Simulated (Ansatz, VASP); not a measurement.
## KF: VASP beside Ansatz

```
K F
1.0
     0.00000    2.58172    2.29128
     2.62690    0.00000    2.29128
     2.62690    2.58172    0.00000
K F
1 1
Cartesian
  0.0000 0.0000 0.0000
  2.6269 2.5817 2.2913
```

Change from the starting cell: normal strain along x +0.0175, normal strain along z -0.1125.

Alike in both runs: task single point; functional LDA; k mesh 8 × 8 × 8; occupations gaussian, width 0.05 eV; no spin polarisation.

```csv
,VASP,Ansatz
version,VASP 6.6.1,Ansatz 0.2.0
potentials or method,"VASP PAW LDA potentials, release 64 (K_sv, F), cutoff 520 eV","scalar-relativistic, plane waves, PAW"
valence electrons in the cell,16,16
```

|  | VASP | Ansatz | Ansatz less VASP |
| --- | --- | --- | --- |
| gap on the k mesh at the Fermi level (eV) | 6.26 | 6.28 | +0.025 |
| least direct gap on the mesh (eV) | 6.34 | 6.37 | +0.029 |
| pressure (GPa) | 9.4 | 8.8 | -0.60 |
| traceless stress, the component that is largest in VASP (GPa) | 15.30 | 14.58 | -0.719 |

LDA's correlation is that of Perdew and Zunger in VASP and of Perdew and Wang (1992) in Ansatz.
